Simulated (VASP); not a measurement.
# Zr in VASP: a series of runs, part 2 of 3

VASP 6.6.1. Earlier steps stand in the parts before.

### 3 Electric field gradients, PBEsol (equal xx and yy strain of -1 %)

The input, INCAR:

```
SYSTEM = Zr
PREC = Accurate
ENCUT = 520
EDIFF = 1E-8
ISMEAR = -1
SIGMA = 0.08
LREAL = .FALSE.
LASPH = .TRUE.
NELM = 60
ALGO = Normal
ISIF = 2
LWAVE = .FALSE.
LCHARG = .FALSE.
GGA = PS
LEFG = .TRUE.
NBANDS = 19
```

The input, KPOINTS:

```
regular mesh
0
G
  13 13 7
  0 0 0
```

The input, POSCAR:

```
Zr
1.0
    3.1996782403      0.0000000000      0.0000000000
   -1.5998391201      2.7710026399      0.0000000000
    0.0000000000      0.0000000000      5.1470000000
Zr
2
Direct
    0.3333333333      0.6666666667      0.2500000000
    0.6666666667      0.3333333333      0.7500000000
```

Potentials or basis: VASP PAW PBE potentials, release 64 (Zr_sv).

On the command line:

```
$ cat potpaw_PBE.64/Zr_sv/POTCAR > POTCAR
$ mpirun -np 1 vasp_std > vasp.out
```

OUTCAR:

```text
SYSTEM = Zr
   PREC = Accurate
   ENCUT = 520
   EDIFF = 1E-8
   ISMEAR = -1
   LREAL = .FALSE.
   LASPH = .TRUE.
   NELM = 60
   ISIF = 2
   GGA = PS

 ion  position               nearest neighbor table
   1  0.333  0.667  0.250-   2 3.17   2 3.17   2 3.17   2 3.17   2 3.17   2 3.17
   2  0.667  0.333  0.750-   1 3.17   1 3.17   1 3.17   1 3.17   1 3.17   1 3.17

  LATTYP: Found a hexagonal cell.
 ALAT       =     3.1996782403
 C/A-ratio  =     1.6085992445

  Lattice vectors:

 A1 = (   3.1996782403,   0.0000000000,   0.0000000000)
 A2 = (  -1.5998391201,   2.7710026399,   0.0000000000)
 A3 = (   0.0000000000,   0.0000000000,   5.1470000000)

Analysis of symmetry for initial positions (statically):
=====================================================================
 Subroutine PRICEL returns:
 Original cell was already a primitive cell.

 Routine SETGRP: Setting up the symmetry group for a
 hexagonal supercell.

 Subroutine GETGRP returns: Found 24 space group operations
 (whereof 12 operations were pure point group operations)
 out of a pool of 24 trial point group operations.

The static configuration has the point symmetry D_3d.
 The point group associated with its full space group is D_6h.

Analysis of symmetry for dynamics (positions and initial velocities):
=====================================================================
 Subroutine PRICEL returns:
 Original cell was already a primitive cell.

 Routine SETGRP: Setting up the symmetry group for a
 hexagonal supercell.

 Subroutine GETGRP returns: Found 24 space group operations
 (whereof 12 operations were pure point group operations)
 out of a pool of 24 trial point group operations.

The dynamic configuration has the point symmetry D_3d.
 The point group associated with its full space group is D_6h.

 Subroutine INISYM returns: Found 24 space group operations
 (whereof 12 operations are pure point group operations),
 and found     1 'primitive' translations

----------------------------------------------------------------------------------------

                                     Primitive cell

  volume of cell :      45.6349

  direct lattice vectors                    reciprocal lattice vectors
     3.199678240  0.000000000  0.000000000     0.312531425  0.180440102  0.000000000
    -1.599839120  2.771002640  0.000000000     0.000000000  0.360880205  0.000000000
     0.000000000  0.000000000  5.147000000     0.000000000  0.000000000  0.194287935

  length of vectors
     3.199678240  3.199678240  5.147000000     0.360880205  0.360880205  0.194287935

  position of ions in fractional coordinates (direct lattice)
     0.333333333  0.666666667  0.250000000
     0.666666667  0.333333333  0.750000000

  ion indices of the primitive-cell ions
   primitive index   ion index
                 1           1
                 2           2

----------------------------------------------------------------------------------------

 KPOINTS: regular mesh
[... 68 lines left out ...]
   EDIFF  = 0.1E-07   stopping-criterion for ELM
   LREAL  =      F    real-space projection
   EDIFFG = 0.1E-06   stopping-criterion for IOM
   NSW    =      0    number of steps for IOM
   IBRION =     -1    ionic relax: 0-MD 1-quasi-New 2-CG
   NFREE  =      0    steps in history (QN), initial steepest desc. (CG)
   ISIF   =      2    stress and relaxation
   ISYM   =      2    0-nonsym 1-usesym 2-fastsym
   POTIM  = 0.5000    time-step for ionic-motion
   TEBEG  =    0.0;   TEEND  =   0.0 temperature during run
   PSTRESS=    0.0 pullay stress
   NELECT =      24.0000    total number of electrons
   NUPDOWN=      -1.0000    fix difference up-down
   EMIN   =  10.00;   EMAX   =-10.00  energy-range for DOS
   EFERMI =   0.00;   METHOD = LEGACY
   ISMEAR =    -1;   SIGMA  =   0.08  broadening in eV -4-tet -1-fermi 0-gaus
   EFERMI_NEDOS =   21; number of points for ismear=-14 and -15
   IALGO  =     38    algorithm
   IMIX   =      4    mixing-type and parameters
     AMIX     =   0.40;   BMIX     =  1.00
     AMIX_MAG =   1.60;   BMIX_MAG =  1.00
  volume/ion in A,a.u.               =      22.82       153.98
  Fermi-wavevector in a.u.,A,eV,Ry     =   1.321436  2.497152 23.758396  1.746193
  Thomas-Fermi vector in A             =   2.451190
   LORBIT       =      0    0 simple, 1 ext, 2 COOP (PROOUT), +10 PAW based schemes
   GGA     = PS    functional components
   LHFCALC =     F    Hartree Fock is set to
   AEXX    =    0.0000 exact exchange contribution
   IVDW    =     0    specifies the selected vdW correction
   LEPSILON=     F    determine dielectric tensor
   LRPA    =     F    only Hartree local field effects (RPA)
 non-spin polarized calculation
  energy-cutoff  :      520.00
  volume of cell :       45.63
 maximum number of plane-waves:      1247
 NGX is ok and might be reduce to    24
   NGX = 11   NGY = 11   NGZ = 19

 number of electron      24.0000000 magnetization

 Free energy of the ion-electron system (eV)
  ---------------------------------------------------
  ext. energy  EPLUGINS =         0.00000000
  ---------------------------------------------------
  free energy    TOTEN  =       -18.18085953 eV

  energy without entropy =      -18.13580602  energy(sigma->0) =      -18.15833277

 E-fermi :   9.0744     XC(G=0): -11.2943

 val. band max:        9.0661649287   @ k =   0.0000   0.0000   0.4286
 cond. band min:       9.0856456314   @ k =   0.3077   0.2308   0.2857
 fundamental gap:      0.0194807027
 Fermi energy:         9.0744420927

 k-point     1 :       0.0000    0.0000    0.0000
  band No.  band energies     occupation
      1     -39.6016      2.00000
      2     -39.4381      2.00000
      3     -18.1804      2.00000
      4     -17.2474      2.00000
      5     -17.2474      2.00000
      6     -17.1159      2.00000
[... 505 lines left out ...]
      6     -17.2920      2.00000
[... 11 lines left out ...]
     18      11.4099      0.00000
     19      13.9612      0.00000

 [... further k-points ...]
[... 5 lines left out ...]
  --------------------------------------------------------------------------------------
  -------------------------------------------------------------------------------------
  Total       -0.4035497     -0.4035497     -0.4218330     -0.0000000      0.0000000      0.0000000
  in kB      -14.1680548    -14.1680548    -14.8099555     -0.0000000      0.0000000      0.0000000
  external PRESSURE =     -14.3820217 kB  Pullay stress =       0.0000000 kB

 VOLUME and BASIS-vectors are now :
 -----------------------------------------------------------------------------
  energy-cutoff  :      520.00
  volume of cell :       45.63
      direct lattice vectors                 reciprocal lattice vectors
     3.199678240  0.000000000  0.000000000     0.312531425  0.180440102  0.000000000
    -1.599839120  2.771002640  0.000000000     0.000000000  0.360880205  0.000000000
     0.000000000  0.000000000  5.147000000     0.000000000  0.000000000  0.194287935

 POSITION                                       TOTAL-FORCE (eV/Angst)
 -----------------------------------------------------------------------------------
     -0.00000      1.84734      1.28675        -0.000000      0.000000      0.000000
      1.59984      0.92367      3.86025         0.000000      0.000000      0.000000
 -----------------------------------------------------------------------------------
    total drift:                               -0.000000      0.000000     -0.000000

  FREE ENERGIE OF THE ION-ELECTRON SYSTEM (eV)
  ---------------------------------------------------
  free  energy   TOTEN  =       -18.1808595262 eV

  energy  without entropy=      -18.1358060195  energy(sigma->0) =      -18.15833277

 Electric field gradients (V/A^2)
---------------------------------------------------------------------
 ion       V_xx      V_yy      V_zz      V_xy      V_xz      V_yz
---------------------------------------------------------------------
   1     -18.904   -18.904    37.808     0.000     0.000    -0.000
   2     -18.904   -18.904    37.808     0.000    -0.000     0.000
---------------------------------------------------------------------

 Electric field gradients after diagonalization (V/A^2)
 (convention: |V_zz| > |V_xx| > |V_yy|)
----------------------------------------------------------------------
 ion       V_xx      V_yy      V_zz     asymmetry (V_yy - V_xx)/ V_zz
----------------------------------------------------------------------
   1     -18.904   -18.904    37.808       0.000
   2     -18.904   -18.904    37.808       0.000
----------------------------------------------------------------------

           NMR quadrupolar parameters

 Cq : quadrupolar parameter    Cq=e*Q*V_zz/h
 eta: asymmetry parameters     (V_yy - V_xx)/ V_zz
 Q  : nuclear electric quadrupole moment in mb (millibarn)
----------------------------------------------------------------------
 ion       Cq(MHz)       eta       Q (mb)
----------------------------------------------------------------------
   1       0.091       0.000       1.000
   2       0.091       0.000       1.000
----------------------------------------------------------------------
```

It took 22 s on 1 thread of Intel Xeon 6975P-C (Granite Rapids), shared host; peak memory 0.19 GiB.

What came out:

| Property | Result |
| --- | --- |
| Free energy | -18.1809 eV |
| Pressure | -1.4 GPa |
| Band gap on the k mesh | zero (band 12 reaches 9.97 eV, above the bottom of band 13 at 8.88 eV) |

Electric field gradients, principal values (V/Å²):
| atom | least | middle | greatest (by size) |
| --- | --- | --- | --- |
| 1 Zr | -18.904 | -18.904 | 37.808 |
| 2 Zr | -18.904 | -18.904 | 37.808 |

Caveat: the cell differs from its parent crystal (equal xx and yy strain of -1 %); without QUAD_EFG the Cq values of the log hold for a quadrupole moment of 1 mb, not for the nuclei; the PAW data sets were made with another functional, which shifts forces and pressure a little.

### 4 Electric field gradients, PBEsol (equal xx and yy strain of +1 %)

The input, INCAR:

```
SYSTEM = Zr
ALGO = Normal
EDIFF = 1E-8
ENCUT = 520
GGA = PS
ISIF = 2
ISMEAR = -1
LASPH = .True.
LCHARG = .False.
LEFG = .True.
LREAL = .False.
LWAVE = .False.
NBANDS = 19
NELM = 100
PREC = Accurate
SIGMA = 0.08
```

The input, KPOINTS:

```
k-points
0
Gamma
  13 13 7
  0 0 0
```

The input, POSCAR:

```
Zr
1.0
    3.2643182047      0.0000000000      0.0000000000
   -1.6321591023      2.8269824913      0.0000000000
    0.0000000000      0.0000000000      5.1470000000
Zr
2
Direct
    0.3333333333      0.6666666667      0.2500000000
    0.6666666667      0.3333333333      0.7500000000
```

Potentials or basis: VASP PAW PBE potentials, release 64 (Zr_sv).

On the command line:

```
$ cat potpaw_PBE.64/Zr_sv/POTCAR > POTCAR
$ mpirun -np 1 vasp_std > vasp.out
```

OUTCAR:

```text
SYSTEM = Zr
   EDIFF = 1E-8
   ENCUT = 520
   GGA = PS
   ISIF = 2
   ISMEAR = -1
   LASPH = .True.
   LREAL = .False.
   NELM = 100
   PREC = Accurate

 ion  position               nearest neighbor table
   1  0.333  0.667  0.250-   2 3.19   2 3.19   2 3.19   2 3.19   2 3.19   2 3.19
   2  0.667  0.333  0.750-   1 3.19   1 3.19   1 3.19   1 3.19   1 3.19   1 3.19

  LATTYP: Found a hexagonal cell.
 ALAT       =     3.2643182047
 C/A-ratio  =     1.5767457941

  Lattice vectors:

 A1 = (   3.2643182047,   0.0000000000,   0.0000000000)
 A2 = (  -1.6321591023,   2.8269824913,   0.0000000000)
 A3 = (   0.0000000000,   0.0000000000,   5.1470000000)

Analysis of symmetry for initial positions (statically):
=====================================================================
 Subroutine PRICEL returns:
 Original cell was already a primitive cell.

 Routine SETGRP: Setting up the symmetry group for a
 hexagonal supercell.

 Subroutine GETGRP returns: Found 24 space group operations
 (whereof 12 operations were pure point group operations)
 out of a pool of 24 trial point group operations.

The static configuration has the point symmetry D_3d.
 The point group associated with its full space group is D_6h.

Analysis of symmetry for dynamics (positions and initial velocities):
=====================================================================
 Subroutine PRICEL returns:
 Original cell was already a primitive cell.

 Routine SETGRP: Setting up the symmetry group for a
 hexagonal supercell.

 Subroutine GETGRP returns: Found 24 space group operations
 (whereof 12 operations were pure point group operations)
 out of a pool of 24 trial point group operations.

The dynamic configuration has the point symmetry D_3d.
 The point group associated with its full space group is D_6h.

 Subroutine INISYM returns: Found 24 space group operations
 (whereof 12 operations are pure point group operations),
 and found     1 'primitive' translations

----------------------------------------------------------------------------------------

                                     Primitive cell

  volume of cell :      47.4974

  direct lattice vectors                    reciprocal lattice vectors
     3.264318205  0.000000000  0.000000000     0.306342684  0.176867031  0.000000000
    -1.632159102  2.826982491  0.000000000     0.000000000  0.353734062  0.000000000
     0.000000000  0.000000000  5.147000000     0.000000000  0.000000000  0.194287935

  length of vectors
     3.264318205  3.264318205  5.147000000     0.353734062  0.353734062  0.194287935

  position of ions in fractional coordinates (direct lattice)
     0.333333333  0.666666667  0.250000000
     0.666666667  0.333333333  0.750000000

  ion indices of the primitive-cell ions
   primitive index   ion index
                 1           1
                 2           2

[... 69 lines left out ...]
   ENCUT  =  520.0 eV  38.22 Ry    6.18 a.u.   6.07  6.07  9.57*2*pi/ulx,y,z
   NELM   =    100;   NELMIN=  2; NELMDL= -5     # of ELM steps
   EDIFF  = 0.1E-07   stopping-criterion for ELM
   LREAL  =      F    real-space projection
   EDIFFG = 0.1E-06   stopping-criterion for IOM
   NSW    =      0    number of steps for IOM
   IBRION =     -1    ionic relax: 0-MD 1-quasi-New 2-CG
   NFREE  =      0    steps in history (QN), initial steepest desc. (CG)
   ISIF   =      2    stress and relaxation
   ISYM   =      2    0-nonsym 1-usesym 2-fastsym
   POTIM  = 0.5000    time-step for ionic-motion
   TEBEG  =    0.0;   TEEND  =   0.0 temperature during run
   PSTRESS=    0.0 pullay stress
   NELECT =      24.0000    total number of electrons
   NUPDOWN=      -1.0000    fix difference up-down
   EMIN   =  10.00;   EMAX   =-10.00  energy-range for DOS
   EFERMI =   0.00;   METHOD = LEGACY
   ISMEAR =    -1;   SIGMA  =   0.08  broadening in eV -4-tet -1-fermi 0-gaus
   EFERMI_NEDOS =   21; number of points for ismear=-14 and -15
   IALGO  =     38    algorithm
   IMIX   =      4    mixing-type and parameters
     AMIX     =   0.40;   BMIX     =  1.00
     AMIX_MAG =   1.60;   BMIX_MAG =  1.00
  volume/ion in A,a.u.               =      23.75       160.26
  Fermi-wavevector in a.u.,A,eV,Ry     =   1.303933  2.464076 23.133191  1.700242
  Thomas-Fermi vector in A             =   2.434902
   LORBIT       =      0    0 simple, 1 ext, 2 COOP (PROOUT), +10 PAW based schemes
   GGA     = PS    functional components
   LHFCALC =     F    Hartree Fock is set to
   AEXX    =    0.0000 exact exchange contribution
   IVDW    =     0    specifies the selected vdW correction
   LEPSILON=     F    determine dielectric tensor
   LRPA    =     F    only Hartree local field effects (RPA)
 non-spin polarized calculation
  energy-cutoff  :      520.00
  volume of cell :       47.50
 maximum number of plane-waves:      1296
   NGX = 13   NGY = 13   NGZ = 19

 number of electron      24.0000000 magnetization

 Free energy of the ion-electron system (eV)
  ---------------------------------------------------
  ext. energy  EPLUGINS =         0.00000000
  ---------------------------------------------------
  free energy    TOTEN  =       -18.14195735 eV

  energy without entropy =      -18.09604061  energy(sigma->0) =      -18.11899898

 E-fermi :   8.6403     XC(G=0): -11.1112

 val. band max:        8.6285714231   @ k =   0.0769  -0.0000   0.2857
 cond. band min:       8.6476970413   @ k =   0.0769   0.0769   0.1429
 fundamental gap:      0.0191256183
 Fermi energy:         8.6402858881

 k-point     1 :       0.0000    0.0000    0.0000
  band No.  band energies     occupation
      1     -40.1308      2.00000
      2     -39.9816      2.00000
      3     -18.6582      2.00000
      4     -17.8358      2.00000
      5     -17.8358      2.00000
      6     -17.6937      2.00000
[... 505 lines left out ...]
      6     -17.8729      2.00000
[... 11 lines left out ...]
     18      10.9102      0.00000
     19      13.3089      0.00000

 [... further k-points ...]
[... 5 lines left out ...]
  --------------------------------------------------------------------------------------
  -------------------------------------------------------------------------------------
  Total       -1.5775935     -1.5775935     -1.1826687     -0.0000000     -0.0000000      0.0000000
  in kB      -53.2152264    -53.2152264    -39.8936633     -0.0000000     -0.0000000      0.0000000
  external PRESSURE =     -48.7747054 kB  Pullay stress =       0.0000000 kB

 VOLUME and BASIS-vectors are now :
 -----------------------------------------------------------------------------
  energy-cutoff  :      520.00
  volume of cell :       47.50
      direct lattice vectors                 reciprocal lattice vectors
     3.264318205  0.000000000  0.000000000     0.306342684  0.176867031  0.000000000
    -1.632159102  2.826982491  0.000000000     0.000000000  0.353734062  0.000000000
     0.000000000  0.000000000  5.147000000     0.000000000  0.000000000  0.194287935

 POSITION                                       TOTAL-FORCE (eV/Angst)
 -----------------------------------------------------------------------------------
     -0.00000      1.88465      1.28675        -0.000000      0.000000      0.000000
      1.63216      0.94233      3.86025         0.000000     -0.000000      0.000000
 -----------------------------------------------------------------------------------
    total drift:                               -0.000000      0.000000     -0.000000

  FREE ENERGIE OF THE ION-ELECTRON SYSTEM (eV)
  ---------------------------------------------------
  free  energy   TOTEN  =       -18.1419573542 eV

  energy  without entropy=      -18.0960406102  energy(sigma->0) =      -18.11899898

 Electric field gradients (V/A^2)
---------------------------------------------------------------------
 ion       V_xx      V_yy      V_zz      V_xy      V_xz      V_yz
---------------------------------------------------------------------
   1     -22.294   -22.294    44.588     0.000     0.000    -0.000
   2     -22.294   -22.294    44.588     0.000    -0.000     0.000
---------------------------------------------------------------------

 Electric field gradients after diagonalization (V/A^2)
 (convention: |V_zz| > |V_xx| > |V_yy|)
----------------------------------------------------------------------
 ion       V_xx      V_yy      V_zz     asymmetry (V_yy - V_xx)/ V_zz
----------------------------------------------------------------------
   1     -22.294   -22.294    44.588       0.000
   2     -22.294   -22.294    44.588       0.000
----------------------------------------------------------------------

           NMR quadrupolar parameters

 Cq : quadrupolar parameter    Cq=e*Q*V_zz/h
 eta: asymmetry parameters     (V_yy - V_xx)/ V_zz
 Q  : nuclear electric quadrupole moment in mb (millibarn)
----------------------------------------------------------------------
 ion       Cq(MHz)       eta       Q (mb)
----------------------------------------------------------------------
   1       0.108       0.000       1.000
   2       0.108       0.000       1.000
----------------------------------------------------------------------
```

Wall time 21 s (1 thread of Intel Xeon 6975P-C (Granite Rapids), shared host); peak memory 0.19 GiB.

What came out:

- Free energy: -18.1420 eV
- Pressure: -4.9 GPa
- Band gap on the k mesh: zero (band 12 reaches 9.50 eV, above the bottom of band 13 at 8.41 eV)

Stress tensor (GPa, compression positive):
```
-5.32  0.00  0.00
 0.00 -5.32  0.00
 0.00  0.00 -3.99
```

Levels at points of the mesh, in eV from the Fermi level:
```
           k point  band 9  band 10  band 11  band 12  band 13  band 14  band 15  band 16
(0.00, 0.00, 0.00)   -5.63    -2.98     0.84     0.84     1.09     1.20     1.54     1.54
```

Electric field gradients, principal values (V/Å²):
```csv
atom,least,middle,greatest (by size)
1 Zr,-22.294,-22.294,44.588
2 Zr,-22.294,-22.294,44.588
```

Caveat: the cell differs from its parent crystal (equal xx and yy strain of +1 %); without QUAD_EFG the Cq values of the log hold for a quadrupole moment of 1 mb, not for the nuclei; the PAW data sets were made with another functional, which shifts forces and pressure a little.

(Continued in part 3 of 3.)
